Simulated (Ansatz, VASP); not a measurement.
**One calculation of Pb, two programs**

The input INCAR:

```
SYSTEM = Pb
PREC = Accurate ; ENCUT = 520
EDIFF = 1E-7 ; ISMEAR = -1
SIGMA = 0.1 ; LREAL = .FALSE.
LASPH = .TRUE. ; NELM = 100
ALGO = Normal ; ISIF = 2
LWAVE = .FALSE. ; LCHARG = .TRUE.
GGA = RP ; LELF = .TRUE.
LVHAR = .TRUE. ; NBANDS = 21
```

KPOINTS

```
regular mesh
0
G
  9 9 9
  0 0 0
```

The input POSCAR:

```
Pb
1.0
    0.0000000000      3.4867016128      3.4867016128
    3.4867016128      0.0000000000      3.4867016128
    3.4867016128      3.4867016128      0.0000000000
Pb
2
Direct
    0.1250000000      0.1250000000      0.1250000000
    0.8750000000      0.8750000000      0.8750000000
```

Input for Ansatz:

```yaml
crystal:
  lattice:
    - [0.0, 3.4867016128, 3.4867016128]
    - [3.4867016128, 0.0, 3.4867016128]
    - [3.4867016128, 3.4867016128, 0.0]
  atoms:
    - { symbol: Pb, position: [0.125, 0.125, 0.125] }
    - { symbol: Pb, position: [0.875, 0.875, 0.875] }
hamiltonian:
  xc: rpbe
  pseudopotentials:
    kind: paw
    azcp:
      Pb: "pseudopotentials/Pb.paw.azcp"
basis:
  ecutwfc: 420
  fft_grid_basis: typed
kpoints:
  mp_grid: { grid: [9, 9, 9], shift: [0, 0, 0] }
magnetization:
  spin_polarized: false
scf:
  occupations: { method: fermi_dirac, width: 0.1 }
  lower_state_search: "off"
output:
  stress: true
```

Alike in both runs: task single point; functional RPBE; k mesh 9 × 9 × 9; occupations fermi-dirac, width 0.1 eV; no spin polarisation.

```csv
,VASP,Ansatz
version,VASP 6.6.1,Ansatz 0.2.0
potentials or method,"VASP PAW PBE potentials, release 64 (Pb_d), cutoff 520 eV","plane waves (420 eV) with PAW, scalar-relativistic"
valence electrons in the cell,28,28
```

VASP gave:

```
pressure (GPa) : 2.1
```

Question: What did Ansatz give for the same quantities?

Answer: Pressure (GPa): 2.2.

VASP's potentials were made for PBE, not for RPBE.

Spin-orbit coupling is off throughout.
